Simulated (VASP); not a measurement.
Input of a VASP 6.6.1 run:

POSCAR

```
Pb
1.0
   -1.9796595667      1.9796595667      1.9796595667
    1.9796595667     -1.9796595667      1.9796595667
    1.9796595667      1.9796595667     -1.9796595667
Pb
1
Direct
    0.0000000000      0.0000000000      0.0000000000
```

The input INCAR.step1:

```
  ALGO = Normal
  EDIFF = 1E-5
  ENCUT = 520
  GGA = PE
  ISIF = 2
  ISMEAR = -1
  LASPH = T
  LCHARG = F
  LREAL = F
  LWAVE = T
  NBANDS = 13
  NELM = 60
  PREC = Accurate
  SIGMA = 0.05
```

File INCAR.step2:

```
  AEXX = 0.25
  ALGO = Normal
  EDIFF = 1E-6
  ENCUT = 520
  ISIF = 2
  ISMEAR = -1
  ISTART = 1
  LASPH = T
  LCHARG = F
  LHFCALC = T
  LMIXTAU = T
  LREAL = F
  LWAVE = F
  METAGGA = R2SCAN
  NBANDS = 13
  NELM = 60
  PREC = Accurate
  PRECFOCK = Normal
  SIGMA = 0.05
```

File KPOINTS:

```
k-points
0
Gamma
  5 5 5
```

Potentials or basis: VASP PAW PBE potentials, release 64 (Pb_d).

Run with:

```bash
$ cat potpaw_PBE.64/Pb_d/POTCAR > POTCAR
$ cp INCAR.step1 INCAR
$ mpirun -np 1 vasp_std > vasp.out
$ cp INCAR.step2 INCAR
$ mpirun -np 1 vasp_std > vasp.out
```

**Question.** Predict the pressure.

**Answer.** 0.9 GPa.

**Question.** What does it give for the band gap on the k mesh?

**Answer.** Zero (bands 7 and 8 overlap by 11.03 eV).

Caveat: the k points lie up to 0.45 Å⁻¹ apart, too coarse for converged energies and pressures of a metal; the PAW data sets were made with another functional, which shifts forces and pressure a little; spin-orbit coupling is left out, which moves the levels of the heavy elements.
